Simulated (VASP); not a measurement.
# Ta (Im-3m) in VASP: further runs

Ta is run at these levels: PBE; tasks: single point.

Program: VASP 6.6.1. These are calculated values, not measurements. Logs are shortened: lines on timing, memory, paths and dates and some standing lists are left out, and cuts for length are marked.

**1. The cell of the first run**

Symmetry: Im-3m, No. 229, cubic system. The conventional cell has a = 3.319 Å, b = 3.319 Å, c = 3.319 Å, α = 90.00°, β = 90.00°, γ = 90.00°. Ta (site symmetry m-3m) has 14 Ta at 2.87 to 3.32 Å within 3.8 Å.

**2. Single point, PBE**

INCAR

```
SYSTEM = Ta
  PREC = Accurate
  ENCUT = 520
  EDIFF = 1E-7
  ISMEAR = 0
  SIGMA = 0.1
  LREAL = .FALSE.
  LASPH = .TRUE.
  NELM = 60
  ALGO = Normal
  ISIF = 2
  LWAVE = .FALSE.
  LCHARG = .FALSE.
  GGA = PE
  NBANDS = 12
```

KPOINTS

```
Automatic mesh
0
G
  18 18 18
  0 0 0
```

POSCAR

```
Ta
1.0
   -1.6595311966      1.6595311966      1.6595311966
    1.6595311966     -1.6595311966      1.6595311966
    1.6595311966      1.6595311966     -1.6595311966
Ta
1
Direct
    0.0000000000      0.0000000000      0.0000000000
```

Potentials or basis: VASP PAW PBE potentials, release 64 (Ta_pv).

Launch:

```bash
$ cat potpaw_PBE.64/Ta_pv/POTCAR > POTCAR
$ mpirun -np 1 vasp_std > vasp.out
```

OUTCAR:

```text
SYSTEM = Ta
   PREC = Accurate
   ENCUT = 520
   EDIFF = 1E-7
   ISMEAR = 0
   LREAL = .FALSE.
   LASPH = .TRUE.
   NELM = 60
   ISIF = 2
   GGA = PE

 ion  position               nearest neighbor table
   1  0.000  0.000  0.000-

  LATTYP: Found a body centered cubic cell.
 ALAT       =     3.3190623932

  Lattice vectors:

 A1 = (  -1.6595311966,   1.6595311966,   1.6595311966)
 A2 = (   1.6595311966,  -1.6595311966,   1.6595311966)
 A3 = (   1.6595311966,   1.6595311966,  -1.6595311966)

Analysis of symmetry for initial positions (statically):
=====================================================================
 Subroutine PRICEL returns:
 Original cell was already a primitive cell.

 Routine SETGRP: Setting up the symmetry group for a
 body centered cubic supercell.

 Subroutine GETGRP returns: Found 48 space group operations
 (whereof 48 operations were pure point group operations)
 out of a pool of 48 trial point group operations.

The static configuration has the point symmetry O_h .

Analysis of symmetry for dynamics (positions and initial velocities):
=====================================================================
 Subroutine PRICEL returns:
 Original cell was already a primitive cell.

 Routine SETGRP: Setting up the symmetry group for a
 body centered cubic supercell.

 Subroutine GETGRP returns: Found 48 space group operations
 (whereof 48 operations were pure point group operations)
 out of a pool of 48 trial point group operations.

The dynamic configuration has the point symmetry O_h .

 Subroutine INISYM returns: Found 48 space group operations
 (whereof 48 operations are pure point group operations),
 and found     1 'primitive' translations

----------------------------------------------------------------------------------------

                                     Primitive cell

  volume of cell :      18.2817

  direct lattice vectors                    reciprocal lattice vectors
    -1.659531197  1.659531197  1.659531197     0.000000000  0.301289907  0.301289907
     1.659531197 -1.659531197  1.659531197     0.301289907  0.000000000  0.301289907
     1.659531197  1.659531197 -1.659531197     0.301289907  0.301289907  0.000000000

  length of vectors
     2.874392349  2.874392349  2.874392349     0.426088273  0.426088273  0.426088273

  position of ions in fractional coordinates (direct lattice)
     0.000000000  0.000000000  0.000000000

  ion indices of the primitive-cell ions
   primitive index   ion index
                 1           1

----------------------------------------------------------------------------------------

 KPOINTS: Automatic mesh

Automatic generation of k-mesh.
 Grid dimensions read from file:
 generate k-points for:   18   18   18

 Generating k-lattice:

  Cartesian coordinates                     Fractional coordinates (reciprocal lattice)
     0.000000000  0.016738328  0.016738328     0.055555556  0.000000000  0.000000000
     0.016738328  0.000000000  0.016738328     0.000000000  0.055555556  0.000000000
     0.016738328  0.016738328  0.000000000     0.000000000  0.000000000  0.055555556

  Length of vectors
     0.023671571  0.023671571  0.023671571

  Shift w.r.t. Gamma in fractional coordinates (k-lattice)
     0.000000000  0.000000000  0.000000000

 Subroutine IBZKPT returns following result:
 ===========================================

 Found    195 irreducible k-points:

 Following reciprocal coordinates:
            Coordinates               Weight
  0.000000  0.000000  0.000000      1.000000
  0.055556  0.000000  0.000000     12.000000
  0.111111  0.000000  0.000000     12.000000
  0.166667  0.000000  0.000000     12.000000
  0.222222  0.000000  0.000000     12.000000
  0.277778  0.000000  0.000000     12.000000
[... 16 lines left out ...]
  0.333333  0.111111 -0.000000     48.000000
  0.388889  0.111111  0.000000     48.000000
 [... further k-points ...]
   k-points           NKPTS =    195   k-points in BZ     NKDIM =    195   number of bands    NBANDS=     12
   number of dos      NEDOS =    301   number of ions     NIONS =      1
   total plane-waves  NPLWV =  13824
   dimension x,y,z NGX =    24 NGY =   24 NGZ =   24
   dimension x,y,z NGXF=    48 NGYF=   48 NGZF=   48
   ions per type =               1
   NGX,Y,Z   is equivalent  to a cutoff of  13.88, 13.88, 13.88 a.u.
   NGXF,Y,Z  is equivalent  to a cutoff of  27.76, 27.76, 27.76 a.u.
 SYSTEM =  Ta
   PREC   = accura    normal or accurate (medium, high low for compatibility)
   ISTART =      0    job   : 0-new  1-cont  2-samecut
   ICHARG =      2    charge: 1-file 2-atom 10-const
   ISPIN  =      1    spin polarized calculation?
   LNONCOLLINEAR =      F non collinear calculations
   LSORBIT =      F    spin-orbit coupling
   LASPH  =      T    aspherical Exc in radial PAW
   ENCUT  =  520.0 eV  38.22 Ry    6.18 a.u.   5.34  5.34  5.34*2*pi/ulx,y,z
   NELM   =     60;   NELMIN=  2; NELMDL= -5     # of ELM steps
   EDIFF  = 0.1E-06   stopping-criterion for ELM
   LREAL  =      F    real-space projection
   EDIFFG = 0.1E-05   stopping-criterion for IOM
   NSW    =      0    number of steps for IOM
   IBRION =     -1    ionic relax: 0-MD 1-quasi-New 2-CG
   NFREE  =      0    steps in history (QN), initial steepest desc. (CG)
   ISIF   =      2    stress and relaxation
   ISYM   =      2    0-nonsym 1-usesym 2-fastsym
   POTIM  = 0.5000    time-step for ionic-motion
   TEBEG  =    0.0;   TEEND  =   0.0 temperature during run
   PSTRESS=    0.0 pullay stress
   NELECT =      11.0000    total number of electrons
   NUPDOWN=      -1.0000    fix difference up-down
   EMIN   =  10.00;   EMAX   =-10.00  energy-range for DOS
   EFERMI =   0.00;   METHOD = LEGACY
   ISMEAR =     0;   SIGMA  =   0.10  broadening in eV -4-tet -1-fermi 0-gaus
   EFERMI_NEDOS =   21; number of points for ismear=-14 and -15
   IALGO  =     38    algorithm
   IMIX   =      4    mixing-type and parameters
     AMIX     =   0.40;   BMIX     =  1.00
     AMIX_MAG =   1.60;   BMIX_MAG =  1.00
  volume/ion in A,a.u.               =      18.28       123.37
  Fermi-wavevector in a.u.,A,eV,Ry     =   1.382081  2.611755 25.989157  1.910149
  Thomas-Fermi vector in A             =   2.506806
   LORBIT       =      0    0 simple, 1 ext, 2 COOP (PROOUT), +10 PAW based schemes
   GGA     = PE    functional components
   LHFCALC =     F    Hartree Fock is set to
   AEXX    =    0.0000 exact exchange contribution
   IVDW    =     0    specifies the selected vdW correction
   LEPSILON=     F    determine dielectric tensor
   LRPA    =     F    only Hartree local field effects (RPA)
 non-spin polarized calculation
 Gauss-broadening in eV      SIGMA  =   0.10
  energy-cutoff  :      520.00
  volume of cell :       18.28
 maximum number of plane-waves:       531
 NGX is ok and might be reduce to    24
   NGX = 11   NGY = 11   NGZ = 11

 number of electron      11.0000001 magnetization

 Free energy of the ion-electron system (eV)
  ---------------------------------------------------
  ext. energy  EPLUGINS =         0.00000000
  ---------------------------------------------------
  free energy    TOTEN  =       -11.81632245 eV

  energy without entropy =      -11.81023519  energy(sigma->0) =      -11.81327882

 E-fermi :   5.3763     XC(G=0): -12.5420

 val. band max:        5.3556292569   @ k =   0.1111   0.1111   0.0000
 cond. band min:       5.3783989899   @ k =   0.3333   0.1667   0.0556
 fundamental gap:      0.0227697331
 Fermi energy:         5.3762935393

 k-point     1 :       0.0000    0.0000    0.0000
  band No.  band energies     occupation
      1     -27.7634      2.00000
      2     -27.7634      2.00000
      3     -27.7634      2.00000
      4      -2.4927      2.00000
      5       6.1012      0.00000
      6       6.1012      0.00000
      7       6.1012      0.00000
      8       9.3216      0.00000
      9       9.3216      0.00000
     10      20.0141      0.00000
     11      20.3067      0.00000
     12      20.3067      0.00000

 k-point     2 :       0.0556    0.0000    0.0000
  band No.  band energies     occupation
      1     -27.8000      2.00000
      2     -27.7747      2.00000
      3     -27.7635      2.00000
      4      -2.3567      2.00000
      5       6.0126      0.00000
      6       6.0764      0.00000
      7       6.2339      0.00000
      8       9.1763      0.00000
      9       9.3219      0.00000
     10      20.0142      0.00000
     11      20.4295      0.00000
     12      20.5454      0.00000

 k-point     3 :       0.1111    0.0000    0.0000
  band No.  band energies     occupation
      1     -27.9042      2.00000
      2     -27.8070      2.00000
      3     -27.7641      2.00000
      4      -1.9626      2.00000
      5       5.7684      0.00000
      6       5.9710      0.00000
      7       6.6279      0.00000
      8       8.8707      0.00000
      9       9.3299      0.00000
     10      20.0138      0.00000
     11      20.7369      0.00000
     12      21.2380      0.00000
[... 286 lines left out ...]
 k-point    23 :       0.3333    0.1111   -0.0000
  band No.  band energies     occupation
      1     -28.7352      2.00000
      2     -28.1177      2.00000
      3     -27.8176      2.00000
      4       1.3592      2.00000
      5       4.1159      2.00000
      6       5.4162      0.57275
      7       9.0027      0.00000
      8      10.1534      0.00000
      9      12.1390      0.00000
     10      17.6276      0.00000
     11      18.9824      0.00000
     12      20.0243      0.00000

 k-point    24 :       0.3889    0.1111    0.0000
  band No.  band energies     occupation
      1     -28.8114      2.00000
      2     -28.1555      2.00000
      3     -27.8189      2.00000
      4       1.4385      2.00000
      5       3.9842      2.00000
      6       5.9823      0.00000
      7       9.0676      0.00000
      8      10.3345      0.00000
      9      13.1202      0.00000
     10      16.6470      0.00000
     11      18.2615      0.00000
     12      20.0215      0.00000

 [... further k-points ...]

------------------------ aborting loop because EDIFF is reached ----------------------------------------

  FORCE on cell =-STRESS in cart. coord.  units (eV):
  Direction    XX          YY          ZZ          XY          YZ          ZX
  --------------------------------------------------------------------------------------
  -------------------------------------------------------------------------------------
  Total        0.0054953      0.0054953      0.0054953      0.0000000     -0.0000000      0.0000000
  in kB        0.4815980      0.4815980      0.4815980      0.0000000     -0.0000000      0.0000000
  external PRESSURE =       0.4815980 kB  Pullay stress =       0.0000000 kB

 VOLUME and BASIS-vectors are now :
 -----------------------------------------------------------------------------
  energy-cutoff  :      520.00
  volume of cell :       18.28
      direct lattice vectors                 reciprocal lattice vectors
    -1.659531197  1.659531197  1.659531197     0.000000000  0.301289907  0.301289907
     1.659531197 -1.659531197  1.659531197     0.301289907  0.000000000  0.301289907
     1.659531197  1.659531197 -1.659531197     0.301289907  0.301289907  0.000000000

 POSITION                                       TOTAL-FORCE (eV/Angst)
 -----------------------------------------------------------------------------------
      0.00000      0.00000      0.00000        -0.000000     -0.000000     -0.000000
 -----------------------------------------------------------------------------------
    total drift:                                0.000000      0.000000      0.000000

  FREE ENERGIE OF THE ION-ELECTRON SYSTEM (eV)
  ---------------------------------------------------
  free  energy   TOTEN  =       -11.8163224530 eV

  energy  without entropy=      -11.8102351938  energy(sigma->0) =      -11.81327882
```

It took 16 s on 1 thread of Intel Xeon Platinum 8375C at 2.90GHz (Ice Lake), shared host; peak memory 0.17 GiB.

Results:

```yaml
Free_energy: -11.8163 eV
Pressure: 0.0 GPa
```

Caveat: spin-orbit coupling is left out, which moves the levels of the heavy elements.

**3. Single point, PBE**

INCAR

```
ALGO     = Fast           # electronic algorithm
EDIFF    = 1E-7           # SCF threshold, eV
ENCUT    = 520            # plane-wave cutoff, eV
GGA      = PE             # functional
ISIF     = 2              # what is computed and relaxed
ISMEAR   = 0              # smearing method
LASPH    = True           # aspherical terms in the spheres
LCHARG   = False          # write CHGCAR
LREAL    = False          # projectors in reciprocal space
LWAVE    = False          # write WAVECAR
NBANDS   = 12             # bands
NELM     = 60             # most SCF steps
PREC     = Accurate       # precision mode
SIGMA    = 0.1            # smearing width, eV
```

KPOINTS

```
k-points
0
Gamma
  18 18 18
```

POSCAR

```
Ta
1.0
   -1.6595304780      1.6595304780      1.6595304780
    1.6595304780     -1.6595304780      1.6595304780
    1.6595304780      1.6595304780     -1.6595304780
Ta
1
Direct
    0.0000000000      0.0000000000      0.0000000000
```

Potentials or basis: VASP PAW PBE potentials, release 64 (Ta_pv).

Launch:

```bash
$ cat potpaw_PBE.64/Ta_pv/POTCAR > POTCAR
$ mpirun -np 1 vasp_std > vasp.out
```

Wall time 23 s (1 thread of Intel Xeon Platinum 8375C at 2.90GHz (Ice Lake), shared host); peak memory 0.16 GiB.

The run converged. Its results:

* Free energy: -11.8163 eV
* Pressure: 0.0 GPa

Levels at points of the mesh, in eV from the Fermi level:
| k point | band 1 | band 2 | band 3 | band 4 | band 5 | band 6 | band 7 | band 8 | band 9 | band 10 |
| --- | --- | --- | --- | --- | --- | --- | --- | --- | --- | --- |
| (0.00, 0.00, 0.00) | -33.14 | -33.14 | -33.14 | -7.87 | 0.72 | 0.72 | 0.72 | 3.95 | 3.95 | 14.93 |
| (0.50, 0.00, 0.00) | -34.26 | -33.50 | -33.15 | -4.32 | -1.51 | 1.51 | 3.82 | 4.83 | 7.64 | 11.48 |
| (0.50, 0.50, 0.50) | -33.92 | -33.92 | -33.92 | -3.72 | -3.72 | 6.71 | 6.71 | 6.71 | 8.51 | 8.51 |

Caveat: spin-orbit coupling is left out, which moves the levels of the heavy elements.

**4. Single point, PBE**

This run uses another cell than the first one, of 18.13 Å³/atom, 0.992 times its volume.

INCAR

```
ALGO = Fast ; EDIFF = 1E-7
ENCUT = 520 ; GGA = PE
ISIF = 2 ; ISMEAR = 0
LASPH = True ; LCHARG = False
LREAL = False ; LWAVE = False
NBANDS = 12 ; NELM = 100
PREC = Accurate ; SIGMA = 0.1
```

KPOINTS

```
k-points
0
Gamma
  8 8 8
```

POSCAR

```
Ta
1.0
   -1.6549278069      1.6549278069      1.6549278069
    1.6549278069     -1.6549278069      1.6549278069
    1.6549278069      1.6549278069     -1.6549278069
Ta
1
Direct
    0.0000000000      0.0000000000      0.0000000000
```

Launch:

```bash
$ cat potpaw_PBE.64/Ta_pv/POTCAR > POTCAR
$ mpirun -np 1 vasp_std > vasp.out
```

Run time: 4.3 s. Hardware: 1 thread of Intel Xeon 6975P-C (Granite Rapids), shared host; peak memory 0.13 GiB.

Results (log left out):

```yaml
Free_energy: -11.8364 eV
Pressure: -0.3 GPa
```

Levels at points of the mesh, in eV from the Fermi level:
```tsv
k point	band 2	band 3	band 4	band 5	band 6	band 7	band 8	band 9
(0.00, 0.00, 0.00)	-33.09	-33.09	-7.92	0.73	0.73	0.73	3.98	3.98
(0.50, 0.00, 0.00)	-33.46	-33.10	-4.37	-1.53	1.53	3.85	4.88	7.73
(0.50, 0.50, 0.50)	-33.89	-33.89	-3.78	-3.78	6.78	6.78	6.78	8.58
```

Caveat: spin-orbit coupling is left out, which moves the levels of the heavy elements.
